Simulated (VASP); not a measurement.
The system is GaP.

```xyz
2
Lattice="0.0000 2.7525 2.7525 2.7525 0.0000 2.7525 2.7525 2.7525 0.0000" Properties=species:S:1:pos:R:3 pbc="T T T"
Ga    0.0000    0.0000    0.0000
P     1.3763    1.3763    1.3763
```

- Program: VASP 6.6.1
- Task: relaxation of cell and atoms
- Functional: PBEsol
- Potentials or basis: VASP PAW PBE potentials, release 64 (Ga_d, P)
- Cutoff: 600 eV
- k mesh: 8 × 8 × 8
- Occupations: fermi-dirac, width 0.02 eV
- Spin: no spin polarisation

At the start: pressure -2.9 GPa; volume 20.85 Å³/atom.

Problem. How do energy, volume and symmetry change on relaxing?

Solution. Over 8 steps the energy falls by 7.2 meV/atom and the volume is 20.09 Å³/atom (-3.7 %); space group F-43m (No. 216, to 0.1 Å) before and after.

Step by step:
```csv
step,energy change (eV),largest force (eV/Å),pressure (GPa),volume (Å³)
1,0.0000,0.0000,-2.93,41.71
2,-0.0108,0.0000,1.62,39.45
3,-0.0145,0.0000,-0.05,40.18
4,-0.0145,0.0000,0.10,40.15
5,-0.0144,0.0000,-0.09,40.22
6,-0.0145,0.0000,0.04,40.18
7,-0.0145,0.0000,-0.06,40.19
8,-0.0145,0.0000,0.02,40.18
```

Final structure:
```yaml
crystal:
  lattice:
    - [0.00000, 2.71850, 2.71850]
    - [2.71850, 0.00000, 2.71850]
    - [2.71850, 2.71850, 0.00000]
  atoms:
    - { symbol: Ga, position: [0.00000, 0.00000, 0.00000] }
    - { symbol: P, position: [0.25000, 0.25000, 0.25000] }
```

Caveat: the PAW data sets were made with another functional, which shifts forces and pressure a little.
